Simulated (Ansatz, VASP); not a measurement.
# One calculation of Ta4C3, two programs

```xyz
7
Lattice="-3.1033 0.0000 0.0000 -1.5516 -2.6875 0.0000 -2.3273 -1.3437 10.1645" Properties=species:S:1:pos:R:3 pbc="T T T"
Ta   -1.4442   -0.8338    1.9248
Ta   -1.4442   -0.8338    9.5814
Ta    0.1075    0.0620    7.0959
Ta   -2.9958   -1.7296    4.5989
C    -1.4442   -0.8338    5.8652
C    -4.5475   -2.6255    0.5824
C     0.1075    0.0620    3.2818
```

Alike in both runs: task single point; functional PBEsol; k mesh 14 × 14 × 4; occupations gaussian, width 0.15 eV; no spin polarisation.

|  | VASP | Ansatz |
| --- | --- | --- |
| version | VASP 6.6.1 | Ansatz 0.2.0 |
| potentials or method | VASP PAW PBE potentials, release 64 (Ta_pv, C), cutoff 520 eV | scalar-relativistic, plane waves, PAW |
| valence electrons in the cell | 56 | 64 |

Ansatz gave:

```
gap on the k mesh at the Fermi level (eV) : none
rms of the force components (eV/Å)        : 10.169
```

Problem. Estimate VASP's values.

Solution. gap on the k mesh at the Fermi level (eV): none; rms of the force components (eV/Å): 10.938.

VASP's potentials were made for PBE, not for PBEsol. Atom by atom the forces differ by 0.771 eV/Å (rms over components). A gap of «none» marks a metal or a gap that the smearing closes. VASP's potentials hold 56 valence electrons a cell and Ansatz's 64, so a difference there can come from the potentials and not from the codes.

Neither program's run includes spin-orbit coupling.
